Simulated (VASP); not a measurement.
Input of a VASP 6.6.1 run:

File INCAR:

```
SYSTEM = Ti
  PREC = Accurate
  ENCUT = 520
  EDIFF = 1E-6
  ISMEAR = -1
  SIGMA = 0.05
  LREAL = .FALSE.
  LASPH = .TRUE.
  NELM = 100
  ALGO = Normal
  ISIF = 2
  LWAVE = .FALSE.
  LCHARG = .FALSE.
  GGA = PE
  NBANDS = 19
```

File KPOINTS:

```
regular mesh
0
G
  12 12 12
  0 0 0
```

The input POSCAR:

```
Ti
1.0
    0.0000000000      2.8630716942      2.8630716942
    2.8630716942      0.0000000000      2.8630716942
    2.8630716942      2.8630716942      0.0000000000
Ti
2
Direct
   -0.1250000000     -0.1250000000     -0.1250000000
    0.1250000000      0.1250000000      0.1250000000
```

Potentials or basis: VASP PAW PBE potentials, release 64 (Ti_sv).

The run is started by

```console
$ cat potpaw_PBE.64/Ti_sv/POTCAR > POTCAR
$ mpirun -np 1 vasp_std > vasp.out
```

Q: What does it give for the band gap on the k mesh?

A: Zero (bands 12 and 13 overlap by 0.19 eV).

Q: Predict the pressure.

A: -0.9 GPa.
